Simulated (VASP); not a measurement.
Wanted: the native input for a VASP 6.6.1 run.

```
Task                   : relaxation of cell and atoms
Functional             : LDA
Potentials or basis    : VASP PAW LDA potentials, release 64 (Ba_sv, Pb_d, O)
Cutoff                 : 600 eV
k mesh                 : 4 × 4 × 4
Occupations            : gaussian, width 0.01 eV
Spin                   : no spin polarisation
Target pressure        : 2 GPa
Dipole correction      : no
Further INCAR settings : ALGO = Normal; EDIFF = 1e-06; IBRION = 2; EDIFFG = -0.01; NSW = 80; ISIF = 3
```

The structure of BaPbO3 lies in POSCAR:

```
BaPbO3
1.0
   -3.0035000000      4.2380000000      3.0315000000
    3.0035000000     -4.2380000000      3.0315000000
    3.0035000000      4.2380000000     -3.0315000000
Ba Pb O
2 2 6
Direct
    0.2467000000      0.9967000000      0.2500000000
    0.7533000000      0.0033000000      0.7500000000
    0.5000000000      0.5000000000      0.0000000000
    0.0000000000      0.5000000000      0.5000000000
    0.2187000000      0.5000000000      0.2187000000
    0.7813000000      0.0000000000      0.2813000000
    0.7813000000      0.5000000000      0.7813000000
    0.2187000000      0.0000000000      0.7187000000
    0.6953000000      0.4453000000      0.2500000000
    0.3047000000      0.5547000000      0.7500000000
```

One way to write it, as run:

INCAR

```
ALGO     = Normal         # electronic algorithm
EDIFF    = 1E-6           # SCF threshold, eV
EDIFFG   = -0.01          # ionic threshold
ENCUT    = 600            # plane-wave cutoff, eV
IBRION   = 2              # ionic algorithm
ISIF     = 3              # what is computed and relaxed
ISMEAR   = 0              # smearing method
LASPH    = T              # aspherical terms in the spheres
LCHARG   = F              # write CHGCAR
LREAL    = F              # projectors in reciprocal space
LWAVE    = F              # write WAVECAR
NELM     = 60             # most SCF steps
NSW      = 80             # ionic steps
PREC     = Accurate       # precision mode
PSTRESS  = 20.0         
SIGMA    = 0.01           # smearing width, eV
```

KPOINTS

```
k-points
0
Gamma
  4 4 4
```

Potentials or basis: VASP PAW LDA potentials, release 64 (Ba_sv, Pb_d, O).

Run with:

```bash
$ cat potpaw_LDA.64/Ba_sv/POTCAR potpaw_LDA.64/Pb_d/POTCAR potpaw_LDA.64/O/POTCAR > POTCAR
$ mpirun -np 1 vasp_std > vasp.out
```

Results of the run:

The relaxed volume is 15.08 Å³/atom, the relaxed cell is a = 5.967 Å, b = 5.967 Å, c = 5.967 Å, α = 120.28°, β = 90.50°, γ = 119.15° and the space group after relaxing (to 0.1 Å) is Imma (No. 74). The energy change on relaxing (the run minimises the enthalpy) is -1.8 meV/atom. The ionic steps are 15, the pressure after relaxing is 2.0 GPa and the largest force after relaxing is 0.008 eV/Å. The band gap on the k mesh is 0.28 eV.

Caveat: the cell is relaxed towards a set pressure, so the run minimises the enthalpy, not the energy; spin-orbit coupling is left out, which moves the levels of the heavy elements.

Run time: 58 min on 1 thread of Oxide Virtual Turin-like Processor, with other jobs on the host, peak memory 0.34 GiB.
